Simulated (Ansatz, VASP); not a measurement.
**One calculation of MnS, two programs**

Contents of INCAR:

```
PREC = Accurate
ENCUT = 520
EDIFF = 1E-6
ISMEAR = 0
SIGMA = 0.05
LREAL = False
LASPH = True
NELM = 150
ALGO = Normal
ISIF = 2
LWAVE = False
LCHARG = False
ISPIN = 2
MAGMOM = 4.6 0
LORBIT = 11
LMAXMIX = 4
GGA = PE
NBANDS = 20
```

File KPOINTS:

```
regular mesh
0
Gamma
  6 6 6
```

File POSCAR:

```
MnS
1.0
    0.0000000000      2.5840720007      2.5840720007
    2.5840720007      0.0000000000      2.5840720007
    2.5840720007      2.5840720007      0.0000000000
Mn S
1 1
Direct
    0.0000000000      0.0000000000      0.0000000000
    0.5000000000      0.5000000000      0.5000000000
```

Input for Ansatz:

```yaml
crystal:
  lattice:
    - [0.0, 2.5840720007, 2.5840720007]
    - [2.5840720007, 0.0, 2.5840720007]
    - [2.5840720007, 2.5840720007, 0.0]
  atoms:
    - { symbol: Mn, position: [0.0, 0.0, 0.0], spin: 4.6 }
    - { symbol: S, position: [0.5, 0.5, 0.5] }
basis:
  ecutwfc: 420
  ecutrho_ratio: 4
kpoints:
  mp_grid: { grid: [6, 6, 6] }
hamiltonian:
  xc: pbe
scf:
  occupations: { method: gaussian, width: 0.05 }
output:
  forces: true
  stress: true
  eigenvalues: true
  populations: true
magnetization:
  spin_polarized: true
```

Alike in both runs: task single point; functional PBE; k mesh 6 × 6 × 6; occupations gaussian, width 0.05 eV; collinear spin.

```csv
,VASP,Ansatz
version,VASP 6.6.1,Ansatz 0.2.0
potentials or method,"VASP PAW PBE potentials, release 64 (Mn_pv, S), cutoff 520 eV","scalar-relativistic, plane waves, PAW"
valence electrons in the cell,19,21
```

Ansatz gave:

- gap on the k mesh at the Fermi level (eV): none
- pressure (GPa): -2.0
- net moment per atom (μB): 2.32
- size of the moment on the site where the two differ most (μB): 4.15

Question: Estimate VASP's values.

Answer: gap on the k mesh at the Fermi level (eV): none; pressure (GPa): -2.0; net moment per atom (μB): 2.32; size of the moment on the site where the two differ most (μB): 4.21.

Site moments also hang on the region over which each program counts them. A gap of «none» marks a metal or a gap that the smearing closes. VASP's potentials hold 19 valence electrons a cell and Ansatz's 21, so a difference there can come from the potentials and not from the codes.
